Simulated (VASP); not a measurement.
# TiAl3 in VASP: further runs, part 2 of 2

VASP 6.6.1.

## 4. Single point, r2SCAN+D3(BJ)

Contents of POSCAR:

```
TiAl3
1.0
    5.5941640000      0.0000000000      0.0000000000
    0.0000000000      7.9113420000      0.0000000000
    0.0000000000      0.0000000000     15.1956230000
Ti Al
4 12
Direct
    0.0000000000      0.0000000000      0.0658084239
    0.4783735336     -0.0232830283      0.2485715788
    0.0000000000      0.5000036656      0.0658084239
    0.5149652388      0.4595048476      0.2443795822
    0.5000032176      0.0000000000      0.0658084239
    0.2589305569      0.2230215809      0.1481018580
    0.7605068425      0.2238558262      0.1597565299
    0.0254550993     -0.0387671270      0.2585810401
    0.7588443957      0.2217322927      0.3500152643
    0.2003516522      0.2232743825      0.3455600340
    0.5000032176      0.5000036656      0.0658084239
    0.2157963192      0.7350965234      0.1483058641
    0.7212337715      0.7344771595      0.1424752378
    0.0140503568      0.4923690570      0.2426224973
    0.7591482838      0.6986678114      0.3397294076
    0.2512260992      0.7192458625      0.3531477452
```

Contents of INCAR.step1:

```
SYSTEM = TiAl3
PREC = Accurate
ENCUT = 520
ISMEAR = -1
SIGMA = 0.1
LREAL = Auto
LASPH = .TRUE.
NELM = 100
NBANDS = 56
GGA = PE
ALGO = Normal
EDIFF = 1E-4
LWAVE = .TRUE.
LCHARG = .FALSE.
```

Contents of INCAR.step2:

```
SYSTEM = TiAl3
PREC = Accurate
ENCUT = 520
EDIFF = 1E-6
ISMEAR = -1
SIGMA = 0.1
LREAL = Auto
LASPH = .TRUE.
NELM = 100
ALGO = Normal
ISIF = 2
LWAVE = .FALSE.
LCHARG = .TRUE.
METAGGA = R2SCAN
LMIXTAU = .TRUE.
IVDW = 12
VDW_S6 = 1.0
VDW_S8 = 0.78981345
VDW_A1 = 0.49484001
VDW_A2 = 5.73083694
LELF = .TRUE.
LVHAR = .TRUE.
NBANDS = 56
ISTART = 1
```

Contents of KPOINTS:

```
regular mesh
0
G
  3 2 1
  0 0 0
```

Potentials or basis: VASP PAW PBE potentials, release 64 (Ti_sv, Al).

Command:

```sh
$ cat potpaw_PBE.64/Ti_sv/POTCAR potpaw_PBE.64/Al/POTCAR > POTCAR
$ cp INCAR.step1 INCAR
$ mpirun -np 1 vasp_std > vasp.out
$ cp INCAR.step2 INCAR
$ mpirun -np 1 vasp_std > vasp.out
```

OUTCAR:

```text
SYSTEM = TiAl3
   PREC = Accurate
   ENCUT = 520
   EDIFF = 1E-6
   ISMEAR = -1
   LREAL = Auto
   LASPH = .TRUE.
   NELM = 100
   ISIF = 2
   METAGGA = R2SCAN
   IVDW = 12
   ISTART = 1
 IVDW          = 12

 ion  position               nearest neighbor table
   1  0.000  0.000  0.066-   6 2.60   7 2.64  12 2.72   5 2.80   5 2.80  13 2.86   8 2.95
   2  0.478  0.977  0.249-   8 2.54   6 2.76   5 2.79  13 2.85  12 2.85   7 2.85  16 2.88  10 2.90
                             9 2.93  15 3.04   8 3.07
   3  0.000  0.500  0.066-  12 2.55  14 2.69  13 2.69  11 2.80  11 2.80   6 2.91   7 2.93
   4  0.515  0.460  0.244-   7 2.65  11 2.73  15 2.75   6 2.77  14 2.80  14 2.81   9 2.82  13 2.91
                            10 2.99  16 3.02  12 3.11
   5  0.500  0.000  0.066-   6 2.55   7 2.70  13 2.70   2 2.79   1 2.80   1 2.80  12 2.91
   6  0.259  0.223  0.148-   5 2.55   1 2.60   2 2.76   4 2.77   7 2.79   7 2.81  11 2.86   3 2.91
                            14 2.91   8 2.97  10 3.02
   7  0.761  0.224  0.160-   1 2.64   4 2.65   5 2.70   6 2.79   6 2.81  14 2.85   2 2.85   9 2.89
                             3 2.93   8 2.96  11 2.99
   8  0.025  0.961  0.259-   2 2.54  10 2.65  12 2.67  16 2.71  15 2.84   9 2.90   1 2.95   7 2.96
[... 214 lines left out ...]
      1     -58.7333      2.00000
      2     -58.7267      2.00000
      3     -58.4352      2.00000
      4     -58.4088      2.00000
      5     -34.1762      2.00000
      6     -34.1138      2.00000
[... 217 lines left out ...]
     53       2.3285      0.00000
     54       2.4407      0.00000
 [bands above 54 left out]

------------------------ aborting loop because EDIFF is reached ----------------------------------------

 Edisp (eV)   -1.68154

 E8    (eV) :    -0.6439

  FORCE on cell =-STRESS in cart. coord.  units (eV):
  Direction    XX          YY          ZZ          XY          YZ          ZX
  --------------------------------------------------------------------------------------
  -------------------------------------------------------------------------------------
  Total     -12.18388    -8.00283    -3.42910     0.08153     7.26642     0.21387
  in kB     -29.02635   -19.06559    -8.16934     0.19423    17.31119     0.50951
  external pressure =      -18.75 kB  Pullay stress =        0.00 kB

 VOLUME and BASIS-vectors are now :
 -----------------------------------------------------------------------------
  energy-cutoff  :      520.00
  volume of cell :      672.52
      direct lattice vectors                 reciprocal lattice vectors
     5.594164000  0.000000000  0.000000000     0.178757720  0.000000000  0.000000000
     0.000000000  7.911342000  0.000000000     0.000000000  0.126400805  0.000000000
     0.000000000  0.000000000 15.195623000     0.000000000  0.000000000  0.065808424

 POSITION                                       TOTAL-FORCE (eV/Angst)
 -----------------------------------------------------------------------------------
      0.00000      0.00000      1.00000        -0.269407     -0.784265      0.515770
      2.67610      7.72714      3.77720         1.599946     -0.089431      0.098429
      0.00000      3.95570      1.00000        -0.353915     -1.293669      0.229885
      2.88080      3.63530      3.71350        -0.815725      0.911048      0.271929
      2.79710      0.00000      1.00000         0.124166     -0.585705     -0.734763
      1.44850      1.76440      2.25050        -0.408184      1.150167      0.494885
[... 8 lines left out ...]
      4.24680      5.52740      5.16240        -0.324459      0.573390     -0.079281
      1.40540      5.69020      5.36630         0.207186     -0.136215     -0.693129
 -----------------------------------------------------------------------------------
    total drift:                                0.014516      0.004233      0.033735

  FREE ENERGIE OF THE ION-ELECTRON SYSTEM (eV)
  ---------------------------------------------------
  free  energy   TOTEN  =      -129.9769758693 eV

  energy  without entropy=     -129.5953630076  energy(sigma->0) =     -129.78616944
```

Wall time 41 min (1 thread of Intel Xeon 8259CL, shared host); peak memory 0.76 GiB.

What came out:

| Item | Value |
| --- | --- |
| Free energy | -129.9770 eV |
| Largest force | 1.911 eV/Å |
| Dispersion energy per atom | -0.105 eV |

Forces in eV/Å, atoms in the order of the input:
```
Ti  -0.269 -0.784  0.516
Ti   1.600 -0.089  0.098
Ti  -0.354 -1.294  0.230
Ti  -0.816  0.911  0.272
Al   0.124 -0.586 -0.735
Al  -0.408  1.150  0.495
Al   0.200  0.283 -0.120
Al  -1.893  0.265 -0.017
Al  -1.066  0.120 -0.553
Al   1.665  0.277 -0.487
Al  -0.316 -0.906 -0.744
Al   1.255  0.401  0.362
Al   0.589  0.699  0.825
Al  -0.195 -0.883  0.629
Al  -0.324  0.573 -0.079
Al   0.207 -0.136 -0.693
```

Levels at points of the mesh, in eV from the Fermi level:
```
           k point  band 39  band 40  band 41  band 42  band 43  band 44  band 45  band 46
(0.00, 0.00, 0.00)    -0.50    -0.35    -0.22    -0.13     0.07     0.23     0.50     0.71
(0.00, 0.50, 0.00)    -0.58    -0.53    -0.37    -0.29     0.07     0.19     0.53     0.57
```

Caveat: the k points lie up to 0.40 Å⁻¹ apart; the atoms stand as in a frame of molecular dynamics; the PAW data sets were made with another functional, which shifts forces and pressure a little.

## 5. Single point, r2SCAN+D3(BJ)

Contents of POSCAR:

```
TiAl3
1.0
    5.5941640000      0.0000000000      0.0000000000
    0.0000000000      7.9113420000      0.0000000000
    0.0000000000      0.0000000000     15.1956230000
Ti Al
4 12
Direct
    0.0000000000      0.0000000000      0.0658084239
    0.5169673252     -0.0280736189      0.2576531413
    0.0000000000      0.5000036656      0.0658084239
    0.5021304345      0.4852147714      0.2447941753
    0.5000032176      0.0000000000      0.0658084239
    0.2459527465      0.2231227016      0.1592300625
    0.7551798624      0.2069813187      0.1751425394
    0.0205750135     -0.0254824024      0.2729075340
    0.7522661116      0.2615359063      0.3448427221
    0.2235901557      0.2619530290      0.3700012826
    0.5000032176      0.5000036656      0.0658084239
    0.2535320738      0.7408477601      0.1666466719
    0.7629200717      0.7721193193      0.1380989776
   -0.0181617843      0.4774664020      0.2350018818
    0.7483513176      0.6997674984      0.3389068023
    0.2151885429      0.6739185337      0.3417826304
```

Contents of INCAR.step1:

```
SYSTEM = TiAl3
PREC     = Accurate       ! precision mode
ENCUT    = 520            ! plane-wave cutoff, eV
ISMEAR   = -1             ! smearing method
SIGMA    = 0.1            ! smearing width, eV
LREAL    = Auto         
LASPH    = .True.         ! aspherical terms in the spheres
NELM     = 80             ! most SCF steps
NBANDS   = 56             ! bands
GGA      = PE             ! functional
ALGO     = Normal         ! electronic algorithm
EDIFF    = 1E-4           ! SCF threshold, eV
LWAVE    = .True.         ! write WAVECAR
LCHARG   = .False.        ! write CHGCAR
```

Contents of INCAR.step2:

```
SYSTEM = TiAl3
PREC     = Accurate       ! precision mode
ENCUT    = 520            ! plane-wave cutoff, eV
EDIFF    = 1E-7           ! SCF threshold, eV
ISMEAR   = -1             ! smearing method
SIGMA    = 0.1            ! smearing width, eV
LREAL    = Auto         
LASPH    = .True.         ! aspherical terms in the spheres
NELM     = 80             ! most SCF steps
ALGO     = Normal         ! electronic algorithm
ISIF     = 2              ! what is computed and relaxed
LWAVE    = .False.        ! write WAVECAR
LCHARG   = .False.        ! write CHGCAR
METAGGA  = R2SCAN         ! meta-GGA
LMIXTAU  = .True.       
IVDW     = 12             ! dispersion correction
VDW_S6   = 1.0          
VDW_S8   = 0.78981345   
VDW_A1   = 0.49484001   
VDW_A2   = 5.73083694   
NBANDS   = 56             ! bands
ISTART   = 1
```

Contents of KPOINTS:

```
Automatic mesh
0
Gamma
  3 2 1
  0 0 0
```

Potentials or basis: VASP PAW PBE potentials, release 64 (Ti_sv, Al).

Command:

```sh
$ cat potpaw_PBE.64/Ti_sv/POTCAR potpaw_PBE.64/Al/POTCAR > POTCAR
$ cp INCAR.step1 INCAR
$ mpirun -np 1 vasp_std > vasp.out
$ cp INCAR.step2 INCAR
$ mpirun -np 1 vasp_std > vasp.out
```

OUTCAR:

```text
SYSTEM = TiAl3
   PREC = Accurate
   ENCUT = 520
   EDIFF = 1E-7
   ISMEAR = -1
   LREAL = Auto
   LASPH = .True.
   NELM = 80
   ISIF = 2
   METAGGA = R2SCAN
   IVDW = 12
   ISTART = 1
 IVDW          = 12

 ion  position               nearest neighbor table
   1  0.000  0.000  0.066-  13 2.49   6 2.65   7 2.71   5 2.80   5 2.80  12 2.93
[... 461 lines left out ...]
  -------------------------------------------------------------------------------------
  Total     -13.15570    -9.61470    -1.26452     0.71460     4.16754     0.73919
  in kB     -31.34156   -22.90563    -3.01254     1.70244     9.92857     1.76102
  external pressure =      -19.09 kB  Pullay stress =        0.00 kB

 VOLUME and BASIS-vectors are now :
 -----------------------------------------------------------------------------
  energy-cutoff  :      520.00
  volume of cell :      672.52
      direct lattice vectors                 reciprocal lattice vectors
     5.594164000  0.000000000  0.000000000     0.178757720  0.000000000  0.000000000
     0.000000000  7.911342000  0.000000000     0.000000000  0.126400805  0.000000000
     0.000000000  0.000000000 15.195623000     0.000000000  0.000000000  0.065808424

 POSITION                                       TOTAL-FORCE (eV/Angst)
 -----------------------------------------------------------------------------------
      0.00000      0.00000      1.00000         0.563536      0.081313      0.696549
      2.89200      7.68924      3.91520        -0.830138      0.178656      0.351863
      0.00000      3.95570      1.00000         0.121048     -0.594453      0.373245
      2.80900      3.83870      3.71980        -0.539528     -0.477493     -0.638235
      2.79710      0.00000      1.00000        -0.241711      0.128682     -0.367171
      1.37590      1.76520      2.41960         0.288635      0.591084      0.269778
[... 8 lines left out ...]
      4.18640      5.53610      5.14990         0.038301      0.684050     -0.006583
      1.20380      5.33160      5.19360         0.733692      0.835941      0.613736
 -----------------------------------------------------------------------------------
    total drift:                                0.012998      0.008759      0.004713

  FREE ENERGIE OF THE ION-ELECTRON SYSTEM (eV)
  ---------------------------------------------------
  free  energy   TOTEN  =      -129.4602606433 eV

  energy  without entropy=     -129.0762943323  energy(sigma->0) =     -129.26827749
```

Wall time 39 min (1 thread of Intel Xeon 8259CL, shared host); peak memory 0.75 GiB.

What came out:

```yaml
Free_energy: -129.4603 eV
Largest_force: 2.378 eV/Å
Dispersion_energy_per_atom: -0.105 eV
```

Forces in eV/Å, atoms in the order of the input:
```
Ti   0.564  0.081  0.697
Ti  -0.830  0.179  0.352
Ti   0.121 -0.594  0.373
Ti  -0.540 -0.477 -0.638
Al  -0.242  0.129 -0.367
Al   0.289  0.591  0.270
Al   0.077  0.958 -1.488
Al  -0.356  0.186  0.177
Al  -0.203 -0.547  0.628
Al   0.488 -0.112 -1.212
Al  -0.001 -0.281 -0.280
Al  -0.097  0.187 -1.030
Al  -0.569 -1.932  1.264
Al   0.528  0.114  0.649
Al   0.038  0.684 -0.007
Al   0.734  0.836  0.614
```

Caveat: the k points lie up to 0.40 Å⁻¹ apart; the atoms stand as in a frame of molecular dynamics; the PAW data sets were made with another functional, which shifts forces and pressure a little.

## 6. The runs side by side

| cell | gap on the mesh (eV) | largest force (eV/Å) |
| --- | --- | --- |
| as given, atomic positions A | none | 2.47 |
| as given, atomic positions B | none | 2.40 |
| as given, atomic positions C | - | 1.91 |
| as given, atomic positions D | - | 2.38 |

Alike in all rows: task single point; level r2SCAN+D3(BJ); potentials or basis VASP PAW PBE potentials, release 64 (Ti_sv, Al); no spin polarisation; k mesh 3 × 2 × 1; cutoff (eV) 520; smearing fermi-dirac 0.1 eV.

Caveats: all runs use coarse meshes; the PAW data sets were made with another functional, which shifts forces and pressure a little; the atoms stand as in a frame of molecular dynamics (at least some runs).

Absolute energies hang on the potentials; compare differences alone.
